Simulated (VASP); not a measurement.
A run of VASP 6.6.1:

File POSCAR:

```
ScAl3N4
1.0
   -3.2052862866      0.0000000000      0.0000000000
    0.0000000000      5.5969653234      0.0002871281
    1.6026431433     -2.7987429175     -5.0597362566
Sc Al N
1 3 4
Direct
    0.0234928389      0.3560413490      0.0469856779
    0.5221183913      0.8562718022      0.0442367826
    0.7729568702      0.4386976467      0.5459137404
    0.2710229353      0.9387993977      0.5420458705
    0.7846214936      0.1172605337      0.5692429871
    0.2861324687      0.6203457476      0.5722649375
    0.5391792168      0.2004079870      0.0783584335
    0.0364757852      0.7081755362      0.0729515704
```

INCAR.step1

```
PREC = Accurate ; ENCUT = 520
ISMEAR = 0 ; SIGMA = 0.01
LREAL = False ; LASPH = True
NELM = 100 ; NBANDS = 30
GGA = PE ; ALGO = Normal
EDIFF = 1E-4 ; LWAVE = True
LCHARG = False
```

File INCAR.step2:

```
PREC = Accurate ; ENCUT = 520
EDIFF = 1E-6 ; ISMEAR = 0
SIGMA = 0.01 ; LREAL = False
LASPH = True ; NELM = 100
ALGO = Normal ; ISIF = 2
LWAVE = False ; LCHARG = False
METAGGA = R2SCAN ; LMIXTAU = True
NBANDS = 30 ; ISTART = 1
```

KPOINTS

```
Automatic mesh
0
Gamma
  10 10 10
```

Potentials or basis: VASP PAW PBE potentials, release 64 (Sc_sv, Al, N).

Launch:

```sh
$ cat potpaw_PBE.64/Sc_sv/POTCAR potpaw_PBE.64/Al/POTCAR potpaw_PBE.64/N/POTCAR > POTCAR
$ cp INCAR.step1 INCAR
$ mpirun -np 1 vasp_std > vasp.out
$ cp INCAR.step2 INCAR
$ mpirun -np 1 vasp_std > vasp.out
```

Hardware: 1 thread of Oxide Virtual Turin-like Processor, on a shared host.

Q: How long does it take, and how much memory?

A: Wall time 92 min on 1 thread of Oxide Virtual Turin-like Processor, with other jobs on the host, peak memory 0.69 GiB. Counts: k points 282.
